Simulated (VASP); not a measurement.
# CsZn4Mo (P4/mmm) in VASP: further runs

Runs on CsZn4Mo. Level: PBE. Tasks: single point, relaxation of cell and atoms.

Program: VASP 6.6.1. These are calculated values, not measurements. Logs are shortened: lines on timing, memory, paths and dates and some standing lists are left out, and cuts for length are marked.

**1. The cell of the first run**

Symmetry: P4/mmm, No. 123, tetragonal system. Conventional cell: a = 5.086 Å, b = 5.086 Å, c = 7.347 Å, α = 90.00°, β = 90.00°, γ = 90.00°. Cs (site symmetry 4/mmm) has 16 Zn at 3.80 to 4.47 Å and 4 Cs at 5.09 Å and 8 Mo at 5.14 Å within 5.2 Å. Zn (site symmetry 4mm) has 1 Mo at 2.44 Å and 1 Zn at 2.46 Å within 3.2 Å. Zn (site symmetry mmm) has 2 Mo at 2.54 Å and 8 Zn at 3.52 to 3.60 Å within 3.6 Å. Mo (site symmetry 4/mmm) has 6 Zn at 2.44 to 2.54 Å within 3.2 Å.

The cell was generated, and may not be a known phase.

**2. Single point, PBE**

The input, INCAR:

```
PREC = Accurate
ENCUT = 520
EDIFF = 1E-6
ISMEAR = 0
SIGMA = 0.1
LREAL = False
LASPH = True
NELM = 100
ALGO = Fast
ISIF = 2
LWAVE = False
LCHARG = False
GGA = PE
NBANDS = 44
```

The input, KPOINTS:

```
regular mesh
0
Gamma
  4 4 4
```

The input, POSCAR:

```
CsZn4Mo
1.0
    5.0859672512      0.0000000000      0.0000000000
    0.0000000000      5.0859672512      0.0000000000
    0.0000000000      0.0000000000      7.3468872153
Cs Zn Mo
1 4 1
Direct
    0.0000000000      0.0000000000      0.0000000000
    0.5000000000      0.5000000000      0.8322505229
    0.5000000000      0.5000000000      0.1677494771
    0.5000000000      0.0000000000      0.5000000000
    0.0000000000      0.5000000000      0.5000000000
    0.5000000000      0.5000000000      0.5000000000
```

Potentials or basis: VASP PAW PBE potentials, release 64 (Cs_sv, Zn, Mo_sv).

Launch:

```bash
$ cat potpaw_PBE.64/Cs_sv/POTCAR potpaw_PBE.64/Zn/POTCAR potpaw_PBE.64/Mo_sv/POTCAR > POTCAR
$ mpirun -np 1 vasp_std > vasp.out
```

OUTCAR:

```text
PREC = Accurate
   ENCUT = 520
   EDIFF = 1E-6
   ISMEAR = 0
   LREAL = False
   LASPH = True
   NELM = 100
   ISIF = 2
   GGA = PE

 ion  position               nearest neighbor table
   1  0.000  0.000  0.000-
   2  0.500  0.500  0.832-   6 2.44   3 2.46
   3  0.500  0.500  0.168-   6 2.44   2 2.46
   4  0.500  0.000  0.500-   6 2.54   6 2.54
   5  0.000  0.500  0.500-   6 2.54   6 2.54
   6  0.500  0.500  0.500-   2 2.44   3 2.44   4 2.54   5 2.54   4 2.54   5 2.54

  LATTYP: Found a simple tetragonal cell.
 ALAT       =     5.0859672512
 C/A-ratio  =     1.4445408026

  Lattice vectors:

 A1 = (   5.0859672512,   0.0000000000,   0.0000000000)
 A2 = (   0.0000000000,   5.0859672512,   0.0000000000)
 A3 = (   0.0000000000,   0.0000000000,   7.3468872153)

Analysis of symmetry for initial positions (statically):
=====================================================================
 Subroutine PRICEL returns:
 Original cell was already a primitive cell.

 Routine SETGRP: Setting up the symmetry group for a
 simple tetragonal supercell.

 Subroutine GETGRP returns: Found 16 space group operations
 (whereof 16 operations were pure point group operations)
 out of a pool of 16 trial point group operations.

The static configuration has the point symmetry D_4h.

Analysis of symmetry for dynamics (positions and initial velocities):
=====================================================================
 Subroutine PRICEL returns:
 Original cell was already a primitive cell.

 Routine SETGRP: Setting up the symmetry group for a
 simple tetragonal supercell.

 Subroutine GETGRP returns: Found 16 space group operations
 (whereof 16 operations were pure point group operations)
 out of a pool of 16 trial point group operations.

The dynamic configuration has the point symmetry D_4h.

 Subroutine INISYM returns: Found 16 space group operations
 (whereof 16 operations are pure point group operations),
 and found     1 'primitive' translations

----------------------------------------------------------------------------------------

                                     Primitive cell

  volume of cell :     190.0424

  direct lattice vectors                    reciprocal lattice vectors
     5.085967251  0.000000000  0.000000000     0.196619434  0.000000000  0.000000000
     0.000000000  5.085967251  0.000000000     0.000000000  0.196619434  0.000000000
     0.000000000  0.000000000  7.346887215     0.000000000  0.000000000  0.136112066

  length of vectors
     5.085967251  5.085967251  7.346887215     0.196619434  0.196619434  0.136112066

  position of ions in fractional coordinates (direct lattice)
     0.000000000  0.000000000  0.000000000
     0.500000000  0.500000000  0.832250523
     0.500000000  0.500000000  0.167749477
     0.500000000  0.000000000  0.500000000
     0.000000000  0.500000000  0.500000000
     0.500000000  0.500000000  0.500000000

  ion indices of the primitive-cell ions
   primitive index   ion index
                 1           1
                 2           2
                 3           3
                 4           4
                 5           5
                 6           6

----------------------------------------------------------------------------------------

 KPOINTS: regular mesh

Automatic generation of k-mesh.
 Grid dimensions read from file:
 generate k-points for:    4    4    4

 Generating k-lattice:

  Cartesian coordinates                     Fractional coordinates (reciprocal lattice)
     0.049154858  0.000000000  0.000000000     0.250000000  0.000000000  0.000000000
     0.000000000  0.049154858  0.000000000     0.000000000  0.250000000  0.000000000
     0.000000000  0.000000000  0.034028017     0.000000000  0.000000000  0.250000000

  Length of vectors
     0.049154858  0.049154858  0.034028017

  Shift w.r.t. Gamma in fractional coordinates (k-lattice)
     0.000000000  0.000000000  0.000000000

 Subroutine IBZKPT returns following result:
 ===========================================

 Found     18 irreducible k-points:

 Following reciprocal coordinates:
            Coordinates               Weight
  0.000000  0.000000  0.000000      1.000000
  0.250000  0.000000  0.000000      4.000000
  0.500000  0.000000  0.000000      2.000000
  0.250000  0.250000  0.000000      4.000000
  0.500000  0.250000  0.000000      4.000000
  0.500000  0.500000  0.000000      1.000000
[... 10 lines left out ...]
  0.500000  0.250000  0.500000      4.000000
  0.500000  0.500000  0.500000      1.000000
   k-points           NKPTS =     18   k-points in BZ     NKDIM =     18   number of bands    NBANDS=     44
   number of dos      NEDOS =    301   number of ions     NIONS =      6
   total plane-waves  NPLWV =  89600
   dimension x,y,z NGX =    40 NGY =   40 NGZ =   56
   dimension x,y,z NGXF=    80 NGYF=   80 NGZF=  112
   ions per type =               1   4   1
   NGX,Y,Z   is equivalent  to a cutoff of  13.07, 13.07, 12.67 a.u.
   NGXF,Y,Z  is equivalent  to a cutoff of  26.15, 26.15, 25.34 a.u.
 SYSTEM =  unknown system
   PREC   = accura    normal or accurate (medium, high low for compatibility)
   ISTART =      0    job   : 0-new  1-cont  2-samecut
   ICHARG =      2    charge: 1-file 2-atom 10-const
   ISPIN  =      1    spin polarized calculation?
   LNONCOLLINEAR =      F non collinear calculations
   LSORBIT =      F    spin-orbit coupling
   LASPH  =      T    aspherical Exc in radial PAW
   ENCUT  =  520.0 eV  38.22 Ry    6.18 a.u.   9.46  9.46 13.66*2*pi/ulx,y,z
   NELM   =    100;   NELMIN=  2; NELMDL= -5     # of ELM steps
   EDIFF  = 0.1E-05   stopping-criterion for ELM
   LREAL  =      F    real-space projection
   EDIFFG = 0.1E-04   stopping-criterion for IOM
   NSW    =      0    number of steps for IOM
   IBRION =     -1    ionic relax: 0-MD 1-quasi-New 2-CG
   NFREE  =      0    steps in history (QN), initial steepest desc. (CG)
   ISIF   =      2    stress and relaxation
   ISYM   =      2    0-nonsym 1-usesym 2-fastsym
   POTIM  = 0.5000    time-step for ionic-motion
   TEBEG  =    0.0;   TEEND  =   0.0 temperature during run
   PSTRESS=    0.0 pullay stress
   NELECT =      71.0000    total number of electrons
   NUPDOWN=      -1.0000    fix difference up-down
   EMIN   =  10.00;   EMAX   =-10.00  energy-range for DOS
   EFERMI =   0.00;   METHOD = LEGACY
   ISMEAR =     0;   SIGMA  =   0.10  broadening in eV -4-tet -1-fermi 0-gaus
   EFERMI_NEDOS =   21; number of points for ismear=-14 and -15
   IALGO  =     68    algorithm
   IMIX   =      4    mixing-type and parameters
     AMIX     =   0.40;   BMIX     =  1.00
     AMIX_MAG =   1.60;   BMIX_MAG =  1.00
  volume/ion in A,a.u.               =      31.67       213.74
  Fermi-wavevector in a.u.,A,eV,Ry     =   1.179082  2.228142 18.915296  1.390235
  Thomas-Fermi vector in A             =   2.315400
   LORBIT       =      0    0 simple, 1 ext, 2 COOP (PROOUT), +10 PAW based schemes
   GGA     = PE    functional components
   LHFCALC =     F    Hartree Fock is set to
   AEXX    =    0.0000 exact exchange contribution
   IVDW    =     0    specifies the selected vdW correction
   LEPSILON=     F    determine dielectric tensor
   LRPA    =     F    only Hartree local field effects (RPA)
 non-spin polarized calculation
 RMM-DIIS sequential band-by-band and
 Gauss-broadening in eV      SIGMA  =   0.10
  energy-cutoff  :      520.00
  volume of cell :      190.04
 maximum number of plane-waves:      5159
 NGX is ok and might be reduce to    40
   NGX = 19   NGY = 19   NGZ = 27

 number of electron      70.9999984 magnetization

 Free energy of the ion-electron system (eV)
  ---------------------------------------------------
  ext. energy  EPLUGINS =         0.00000000
  ---------------------------------------------------
  free energy    TOTEN  =       -12.30128588 eV

  energy without entropy =      -12.26336390  energy(sigma->0) =      -12.28232489

 E-fermi :   1.0996     XC(G=0):  -8.3987

 val. band max:        1.0834658356   @ k =   0.2500   0.0000   0.2500
 cond. band min:       1.1142077601   @ k =   0.0000   0.0000   0.2500
 fundamental gap:      0.0307419245
 Fermi energy:         1.0996121335

 k-point     1 :       0.0000    0.0000    0.0000
  band No.  band energies     occupation
      1     -58.9268      2.00000
      2     -33.1114      2.00000
      3     -33.1114      2.00000
      4     -33.0317      2.00000
      5     -21.2531      2.00000
      6      -8.0889      2.00000
[... 36 lines left out ...]
     43       5.1436      0.00000
     44       5.2263      0.00000

 k-point     2 :       0.2500    0.0000    0.0000
  band No.  band energies     occupation
      1     -58.9267      2.00000
      2     -33.1143      2.00000
      3     -33.1114      2.00000
      4     -33.0318      2.00000
      5     -21.2498      2.00000
      6      -8.2150      2.00000
[... 36 lines left out ...]
     43       5.2866      0.00000
     44       5.3742      0.00000

 k-point     3 :       0.5000    0.0000    0.0000
  band No.  band energies     occupation
      1     -58.9266      2.00000
      2     -33.1173      2.00000
      3     -33.1115      2.00000
      4     -33.0318      2.00000
      5     -21.2465      2.00000
      6      -8.3309      2.00000
[... 36 lines left out ...]
     43       5.1856      0.00000
     44       6.0278      0.00000

 k-point     4 :       0.2500    0.2500    0.0000
  band No.  band energies     occupation
      1     -58.9266      2.00000
      2     -33.1144      2.00000
      3     -33.1144      2.00000
      4     -33.0318      2.00000
      5     -21.2466      2.00000
      6      -8.2079      2.00000
[... 600 lines left out ...]
     43       5.0092      0.00000
     44       5.2158      0.00000

 k-point    17 :       0.5000    0.2500    0.5000
  band No.  band energies     occupation
      1     -58.9265      2.00000
      2     -33.1173      2.00000
      3     -33.1144      2.00000
      4     -33.0319      2.00000
      5     -21.2434      2.00000
      6      -8.2854      2.00000
[... 36 lines left out ...]
     43       4.8631      0.00000
     44       4.9936      0.00000

 k-point    18 :       0.5000    0.5000    0.5000
  band No.  band energies     occupation
      1     -58.9264      2.00000
      2     -33.1174      2.00000
      3     -33.1174      2.00000
      4     -33.0320      2.00000
      5     -21.2403      2.00000
      6      -8.2462      2.00000
[... 36 lines left out ...]
     43       4.2873      0.00000
     44       4.8246      0.00000

------------------------ aborting loop because EDIFF is reached ----------------------------------------

  FORCE on cell =-STRESS in cart. coord.  units (eV):
  Direction    XX          YY          ZZ          XY          YZ          ZX
  --------------------------------------------------------------------------------------
  -------------------------------------------------------------------------------------
  Total       -0.0354384     -0.0354384      0.1318301      0.0000000      0.0000000      0.0000000
  in kB       -0.2987679     -0.2987679      1.1114111      0.0000000      0.0000000      0.0000000
  external PRESSURE =       0.1712917 kB  Pullay stress =       0.0000000 kB

 VOLUME and BASIS-vectors are now :
 -----------------------------------------------------------------------------
  energy-cutoff  :      520.00
  volume of cell :      190.04
      direct lattice vectors                 reciprocal lattice vectors
     5.085967251  0.000000000  0.000000000     0.196619434  0.000000000  0.000000000
     0.000000000  5.085967251  0.000000000     0.000000000  0.196619434  0.000000000
     0.000000000  0.000000000  7.346887215     0.000000000  0.000000000  0.136112066

 POSITION                                       TOTAL-FORCE (eV/Angst)
 -----------------------------------------------------------------------------------
      0.00000      0.00000      0.00000         0.000000     -0.000000      0.000000
      2.54298      2.54298      6.11445         0.000000      0.000000      0.011110
      2.54298      2.54298      1.23244        -0.000000      0.000000     -0.011110
      2.54298      0.00000      3.67344         0.000000     -0.000000      0.000000
      0.00000      2.54298      3.67344         0.000000     -0.000000      0.000000
      2.54298      2.54298      3.67344         0.000000     -0.000000      0.000000
 -----------------------------------------------------------------------------------
    total drift:                               -0.000000      0.000000     -0.000000

  FREE ENERGIE OF THE ION-ELECTRON SYSTEM (eV)
  ---------------------------------------------------
  free  energy   TOTEN  =       -12.3012858796 eV

  energy  without entropy=      -12.2633639018  energy(sigma->0) =      -12.28232489
```

It took 3.6 min on 1 thread of Oxide Virtual Turin-like, shared host; peak memory 0.34 GiB.

What came out:

- Free energy: -12.3013 eV
- Pressure: 0.0 GPa
- Largest force: 0.011 eV/Å
- Band gap on the k mesh: zero (an odd number of electrons rules out a gap without spin polarisation)

Forces in eV/Å, atoms in the order of the input:
```
Cs   0.000  0.000  0.000
Zn   0.000  0.000  0.011
Zn   0.000  0.000 -0.011
Zn   0.000  0.000  0.000
Zn   0.000  0.000  0.000
Mo   0.000  0.000  0.000
```

Stress tensor (GPa, compression positive):
```
-0.03  0.00  0.00
 0.00 -0.03  0.00
 0.00  0.00  0.11
```

Levels at points of the mesh, in eV from the Fermi level:
```csv
k point,band 33,band 34,band 35,band 36,band 37,band 38,band 39,band 40
"(0.00, 0.00, 0.00)",-0.68,0.10,0.10,0.54,0.88,0.88,2.58,3.59
"(0.50, 0.00, 0.00)",-0.89,-0.82,-0.52,-0.14,0.16,0.68,0.91,3.38
"(0.50, 0.50, 0.00)",-1.34,-1.25,-0.92,-0.92,-0.76,-0.60,2.10,2.10
"(0.00, 0.00, 0.50)",-0.06,-0.06,0.40,0.54,1.02,1.02,2.19,3.37
"(0.50, 0.00, 0.50)",-1.47,-0.84,-0.19,-0.16,1.30,1.30,2.11,2.29
"(0.50, 0.50, 0.50)",-1.24,-1.02,-1.02,-1.01,-0.76,2.20,2.35,2.35
```

Caveat: spin-orbit coupling is left out, which moves the levels of the heavy elements.

**3. Single point, PBE**

This run uses another cell than the first one, of 20.69 Å³/atom.

The input, INCAR:

```
SYSTEM = CsZn4Mo
PREC = Accurate ; ENCUT = 520
EDIFF = 1E-6 ; ISMEAR = 0
SIGMA = 0.1 ; LREAL = .FALSE.
LASPH = .TRUE. ; NELM = 80
ALGO = Normal ; ISIF = 2
LWAVE = .FALSE. ; LCHARG = .FALSE.
GGA = PE ; NBANDS = 44
```

The input, KPOINTS:

```
regular mesh
0
G
  4 4 4
  0 0 0
```

The input, POSCAR:

```
CsZn4Mo
1.0
    4.2318246500      0.0000000000      0.0000000000
    0.0000000000      4.2318246500      0.0000000000
    0.0000000000      0.0000000000      6.9313004700
Cs Zn Mo
1 4 1
Direct
    0.0000000000      0.0000000000      0.0000000000
    0.5000000000      0.5000000000      0.7959481500
    0.5000000000      0.5000000000      0.2040518500
    0.5000000000      0.0000000000      0.5000000000
    0.0000000000      0.5000000000      0.5000000000
    0.5000000000      0.5000000000      0.5000000000
```

Potentials or basis: VASP PAW PBE potentials, release 64 (Cs_sv, Zn, Mo_sv).

Launch:

```bash
$ cat potpaw_PBE.64/Cs_sv/POTCAR potpaw_PBE.64/Zn/POTCAR potpaw_PBE.64/Mo_sv/POTCAR > POTCAR
$ mpirun -np 1 vasp_std > vasp.out
```

Wall time 2.7 min (1 thread of Oxide Virtual Turin-like, shared host); peak memory 0.24 GiB.

It converged, with:

| Quantity | Value |
| --- | --- |
| Free energy | -5.3150 eV |
| Pressure | 40.3 GPa |
| Largest force | 7.790 eV/Å |
| Band gap on the k mesh | zero (an odd number of electrons rules out a gap without spin polarisation) |

Forces in eV/Å, atoms in the order of the input:
```
Cs   0.000  0.000  0.000
Zn   0.000  0.000  7.790
Zn   0.000  0.000 -7.790
Zn   0.000  0.000  0.000
Zn   0.000  0.000  0.000
Mo   0.000  0.000  0.000
```

Stress tensor (GPa, compression positive):
```
39.31  0.00  0.00
 0.00 39.31  0.00
 0.00  0.00 42.41
```

Levels at points of the mesh, in eV from the Fermi level:
```csv
k point,band 33,band 34,band 35,band 36,band 37,band 38
"(0.00, 0.00, 0.00)",-0.80,-0.02,-0.02,1.09,1.56,1.56
"(0.50, 0.00, 0.00)",-1.99,-1.10,-0.57,0.06,0.10,0.84
"(0.50, 0.50, 0.00)",-2.27,-2.27,-1.34,-1.07,-0.89,-0.85
"(0.00, 0.00, 0.50)",-0.25,0.00,0.00,1.09,1.25,1.25
"(0.50, 0.00, 0.50)",-2.40,-1.09,-0.58,-0.28,1.60,1.69
"(0.50, 0.50, 0.50)",-2.62,-2.01,-2.01,-1.34,-1.05,3.00
```

Caveat: the k points lie up to 0.37 Å⁻¹ apart, too coarse for converged energies and pressures of a metal; spin-orbit coupling is left out, which moves the levels of the heavy elements; forces of over 1 eV/Å act on the atoms, so gaps and moduli don't describe the material at rest.

(Part 1 of 2 ends here.)

The gap in the log of VASP goes by the Fermi energy; the results here count the filled bands.